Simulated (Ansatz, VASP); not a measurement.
# BN: VASP beside Ansatz

INCAR

```
SYSTEM = BN
  PREC = Accurate
  ENCUT = 520
  EDIFF = 1E-6
  ISMEAR = -1
  SIGMA = 0.03
  LREAL = .FALSE.
  LASPH = .TRUE.
  NELM = 60
  ALGO = Normal
  ISIF = 2
  LWAVE = .FALSE.
  LCHARG = .FALSE.
  GGA = PS
  NBANDS = 16
```

KPOINTS

```
Automatic mesh
0
G
  11 11 4
  0 0 0
```

The input POSCAR:

```
BN
1.0
    2.5039917043      0.0125199585      0.0125199585
   -1.2411532501      2.1622604475      0.0045826229
    0.0333060000      0.0333060000      6.6612000000
B N
2 2
Direct
    0.3333333333      0.6666666667      0.2500000000
    0.6666666667      0.3333333333      0.7500000000
    0.3333333333      0.6666666667      0.7500000000
    0.6666666667      0.3333333333      0.2500000000
```

Input for Ansatz:

```yaml
crystal:
  lattice:
    - [2.5039917043, 0.0125199585, 0.0125199585]
    - [-1.2411532501, 2.1622604475, 0.0045826229]
    - [0.033306, 0.033306, 6.6612]
  atoms:
    - { symbol: B, position: [0.3333333333, 0.6666666667, 0.25] }
    - { symbol: B, position: [0.6666666667, 0.3333333333, 0.75] }
    - { symbol: "N", position: [0.3333333333, 0.6666666667, 0.75] }
    - { symbol: "N", position: [0.6666666667, 0.3333333333, 0.25] }
kpoints:
  mp_grid: { grid: [11, 11, 4] }
  band_path:
    path:
      - [0.0, 0.0, 0.0]
      - [0.0, -0.5, 0.0]
      - [0.0, 0.0, 0.5]
      - [0.0, 0.0, 0.0]
      - [-0.5, 0.0, 0.0]
      - [-0.5, 0.5, -0.5]
      - [0.0, 0.0, 0.0]
      - [-0.5, 0.0, -0.5]
      - [-0.5, 0.5, 0.0]
    npoints: 5
scf:
  occupations: { method: fermi_dirac, width: 0.03 }
hamiltonian:
  xc: pbesol
  pseudopotentials: { kind: all_electron, lapw: { basis_error: 0.0005 } }
output:
  forces: true
  stress: true
  eigenvalues: true
```

Change from the starting cell: equal xy, yz and zx shear strains of +1 %.

Alike in both runs: task single point; functional PBEsol; k mesh 11 × 11 × 4; occupations fermi-dirac, width 0.03 eV; no spin polarisation.

|  | VASP | Ansatz |
| --- | --- | --- |
| version | VASP 6.6.1 | Ansatz 0.2.0 |
| potentials or method | VASP PAW PBE potentials, release 64 (B, N), cutoff 520 eV | all-electron LAPW, scalar-relativistic |

Ansatz gave:

```
gap on the k mesh at the Fermi level (eV)                     : 4.20
pressure (GPa)                                                : 0.4
traceless stress, the component that is largest in VASP (GPa) : -3.73
rms of the force components (eV/Å)                            : 0.075
```

Problem. What did VASP give for the same quantities?

Solution. gap on the k mesh at the Fermi level (eV): 4.19; pressure (GPa): 0.8; traceless stress, the component that is largest in VASP (GPa): -3.74; rms of the force components (eV/Å): 0.076.

VASP's potentials were made for PBE, not for PBEsol. Atom by atom the forces differ by 0.001 eV/Å (rms over components). Ansatz ran all-electron here, and VASP with PAW potentials.
